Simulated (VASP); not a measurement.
Set up this calculation in VASP 6.6.1, as the native input.

```
Task                   : relaxation of cell and atoms
Functional             : PBEsol
Potentials or basis    : VASP PAW PBE potentials, release 64 (Au)
Cutoff                 : 500 eV
k mesh                 : 8 × 8 × 8
Occupations            : gaussian, width 0.1 eV
Spin                   : no spin polarisation
Dipole correction      : no
Further INCAR settings : ALGO = Normal; EDIFF = 1e-07; IBRION = 2; EDIFFG = -0.01; NSW = 80; ISIF = 3
```

The structure of Au lies in POSCAR:

```
Au
1.0
    2.6996235044      0.0000000000      0.0000000000
    0.0000000000      2.6996235044      0.0000000000
    0.0000000000      0.0000000000      2.6996235044
Au
1
Direct
    0.0000000000      0.0000000000      0.0000000000
```

One way to write it, as run:

INCAR

```
PREC = Accurate ; ENCUT = 500
EDIFF = 1E-7 ; ISMEAR = 0
SIGMA = 0.1 ; LREAL = False
LASPH = True ; NELM = 120
ALGO = Normal ; ISIF = 3
LWAVE = False ; LCHARG = False
GGA = PS ; IBRION = 2
NSW = 80 ; EDIFFG = -0.01
GGA_COMPAT = False ; NELMIN = 4
```

KPOINTS

```
regular mesh
0
Gamma
  8 8 8
```

Potentials or basis: VASP PAW PBE potentials, release 64 (Au).

Run with:

```bash
$ cat potpaw_PBE.64/Au/POTCAR > POTCAR
$ mpirun -np 1 vasp_std > vasp.out
```

Results of the run:

```json
{
 "Relaxed volume": "19.65 Å³/atom",
 "Relaxed cell": "a = 2.699 Å, b = 2.699 Å, c = 2.699 Å, α = 90.00°, β = 90.00°, γ = 90.00°",
 "Space group after relaxing (to 0.05 Å)": "Pm-3m (No. 221)",
 "Energy gained by relaxing": "0.0 meV/atom",
 "Ionic steps": "3",
 "Pressure after relaxing": "0.0 GPa"
}
```

Caveat: the PAW data sets were made with another functional, which shifts forces and pressure a little.

It took 17 s on 1 thread of Intel Xeon 8259CL, with other jobs on the host, peak memory 0.13 GiB.
